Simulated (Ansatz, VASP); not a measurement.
# One calculation of Ag, two programs

```
CELL_PARAMETERS angstrom
3.06869 0.00000 0.00000
-1.53435 2.65757 0.00000
0.00000 0.00000 10.12772
ATOMIC_POSITIONS crystal
Ag 0.33333 0.66667 0.25000
Ag 0.66667 0.33333 0.75000
Ag 0.00000 0.00000 0.00000
Ag 0.00000 0.00000 0.50000
```

Alike in both runs: task single point; functional revPBE; k mesh 14 × 14 × 4; occupations fermi-dirac, width 0.1 eV; no spin polarisation.

|  | VASP | Ansatz |
| --- | --- | --- |
| version | VASP 6.6.1 | Ansatz 0.2.0 |
| potentials or method | VASP PAW PBE potentials, release 64 (Ag), cutoff 520 eV | plane waves (420 eV) with PAW, scalar-relativistic |
| valence electrons in the cell | 44 | 76 |

```tsv
	VASP	Ansatz	Ansatz less VASP
pressure (GPa)	-6.3	-6.3	0.00
traceless stress, the component that is largest in VASP (GPa)	-0.39	-0.39	-0.001
```

VASP's potentials were made for PBE, not for revPBE. VASP's potentials hold 44 valence electrons a cell and Ansatz's 76, so a difference there can come from the potentials and not from the codes.
